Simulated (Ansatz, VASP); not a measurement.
BaTe: VASP beside Ansatz

The input INCAR:

```
SYSTEM = BaTe
ALGO = Normal
EDIFF = 1E-6
ENCUT = 520
GGA = PS
ISIF = 2
ISMEAR = -1
LASPH = .TRUE.
LCHARG = .FALSE.
LREAL = .FALSE.
LWAVE = .FALSE.
NBANDS = 15
NELM = 100
PREC = Accurate
SIGMA = 0.05
```

The input KPOINTS:

```
k-points
0
G
  10 10 10
  0 0 0
```

File POSCAR:

```
BaTe
1.0
    0.0000000000      3.4100000000      3.3759000000
    3.4100000000      0.0000000000      3.3759000000
    3.4100000000      3.4100000000      0.0000000000
Ba Te
1 1
Direct
    0.0000000000      0.0000000000      0.0000000000
    0.5000000000      0.5000000000      0.5000000000
```

Input for Ansatz:

```yaml
crystal:
  lattice:
    - [0.0, 3.41, 3.3759]
    - [3.41, 0.0, 3.3759]
    - [3.41, 3.41, 0.0]
  atoms:
    - { symbol: Ba, position: [0.0, 0.0, 0.0] }
    - { symbol: Te, position: [0.5, 0.5, 0.5] }
kpoints:
  mp_grid: { grid: [10, 10, 10] }
  band_path:
    path:
      - [0.0, 0.0, 0.0]
      - [0.0, 0.5, 0.5]
      - [0.25, 0.75, 0.5]
      - [0.0, 0.5, 0.0]
      - [0.0, 0.0, 0.0]
      - [0.5, 0.5, 0.0]
      - [0.3775380063, 0.6224619937, 0.0]
      - [-0.3775380063, 0.3775380063, 0.0]
      - [0.0, 0.0, 0.0]
    npoints: 5
scf:
  occupations: { method: fermi_dirac, width: 0.05 }
hamiltonian:
  xc: pbesol
  pseudopotentials: { kind: all_electron, lapw: { basis_error: 0.00025 } }
output:
  forces: true
  stress: true
  eigenvalues: true
```

Change from the starting cell: zz strain of -1 %.

Alike in both runs: task single point; functional PBEsol; k mesh 10 × 10 × 10; occupations fermi-dirac, width 0.05 eV; no spin polarisation.

```csv
,VASP,Ansatz
version,VASP 6.6.1,Ansatz 0.2.0
potentials or method,"VASP PAW PBE potentials, release 64 (Ba_sv, Te), cutoff 520 eV","all-electron LAPW, scalar-relativistic"
```

Ansatz gave:

| Quantity | Value |
| --- | --- |
| pressure (GPa) | 2.3 |
| traceless stress, the component that is largest in VASP (GPa) | 0.64 |

What did VASP give for the same quantities?

Pressure (GPa): 2.8; traceless stress, the component that is largest in VASP (GPa): 0.68.

VASP's potentials were made for PBE, not for PBEsol. Ansatz ran all-electron here, and VASP with PAW potentials.

Neither program's run includes spin-orbit coupling.
